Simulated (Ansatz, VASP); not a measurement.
Ag3SnSe in VASP and in Ansatz

```
CELL_PARAMETERS angstrom
5.06424 0.00000 0.00000
0.00000 5.06424 0.00000
0.00000 0.00000 5.06424
ATOMIC_POSITIONS crystal
Ag 0.50000 0.00000 0.50000
Ag 0.00000 0.50000 0.50000
Ag 0.50000 0.50000 0.00000
Sn 0.00000 0.00000 0.00000
Se 0.50000 0.50000 0.50000
```

Change from the starting cell: species swapped into the Sm3TlC type (Pm-3m, No. 221).

Alike in both runs: task relaxation of cell and atoms; functional PBE; k mesh 8 × 8 × 8; occupations gaussian, width 0.1 eV; no spin polarisation.

```csv
,VASP,Ansatz
version,VASP 6.6.1,Ansatz 0.2.0
potentials or method,"VASP PAW PBE potentials, release 64 (Ag, Sn_d, Se), cutoff 600 eV","scalar-relativistic, plane waves, PAW"
valence electrons in the cell,53,87
```

Ansatz gave:

```
gap on the k mesh at the Fermi level, each at its own relaxed structure (eV) : none
relaxed volume (Å³/atom)                                                     : 26.14
relaxed cell length with the largest relative difference (Å)                 : 5.075
```

What did VASP give for the same quantities?

gap on the k mesh at the Fermi level, each at its own relaxed structure (eV): none; relaxed volume (Å³/atom): 26.17; relaxed cell length with the largest relative difference (Å): 5.077.

A gap of «none» marks a metal or a gap that the smearing closes. VASP's potentials hold 53 valence electrons a cell and Ansatz's 87, so a difference there can come from the potentials and not from the codes.
